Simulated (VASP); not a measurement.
# MgCd3S4: single point with PBE

Crystal: MgCd3S4.

```
Mg Cd S
1.0
    -2.71814    2.71814    5.44820
     2.71814   -2.71814    5.44820
     2.71814    2.71814   -5.44820
Mg Cd S
1 3 4
Direct
  0.00000 0.00000 0.00000
  0.50000 0.50000 0.00000
  0.75000 0.25000 0.50000
  0.25000 0.75000 0.50000
  0.75826 0.75826 0.00000
  0.24174 0.24174 0.00000
  0.50000 0.00000 0.50000
  0.00000 0.50000 0.50000
```

```
Program             : VASP 6.6.1
Task                : single point
Functional          : PBE
Potentials or basis : VASP PAW PBE potentials, release 64 (Mg, Cd, S)
Cutoff              : 520 eV
k mesh              : 10 × 10 × 10
Occupations         : gaussian, width 0.01 eV
Spin                : no spin polarisation
```

```json
{
  "Pressure": "0.3 GPa",
  "Largest force": "0.027 eV/Å",
  "Band gap on the k mesh": "0.25 eV (least direct gap 1.16 eV)"
}
```

Forces in eV/Å, atoms in the order of the input:
```
Mg   0.000  0.000  0.000
Cd   0.000  0.000  0.000
Cd   0.000  0.000  0.000
Cd   0.000  0.000  0.000
S    0.000  0.000  0.027
S    0.000  0.000 -0.027
S    0.000  0.000  0.000
S    0.000  0.000  0.000
```

Levels at points of the mesh, in eV from the valence-band top:
| k point | band 29 | band 30 | band 31 | band 32 | band 33 | band 34 |
| --- | --- | --- | --- | --- | --- | --- |
| (0.00, 0.00, 0.00) | -0.72 | -0.72 | -0.71 | 0.45 | 1.23 | 3.46 |
| (0.50, 0.00, 0.00) | -1.50 | -0.75 | -0.58 | 3.53 | 3.66 | 3.86 |
| (0.50, 0.50, 0.00) | -0.08 | -0.03 | 0.00 | 3.53 | 3.61 | 4.53 |
| (0.50, 0.50, 0.50) | -1.51 | -1.36 | -1.36 | 0.25 | 0.81 | 3.14 |

It took 17 min on 1 thread of Intel(R) Xeon(R) Platinum 8488C (Sapphire Rapids) (shared host), peak memory 0.74 GiB.

A k mesh can miss the band edges.
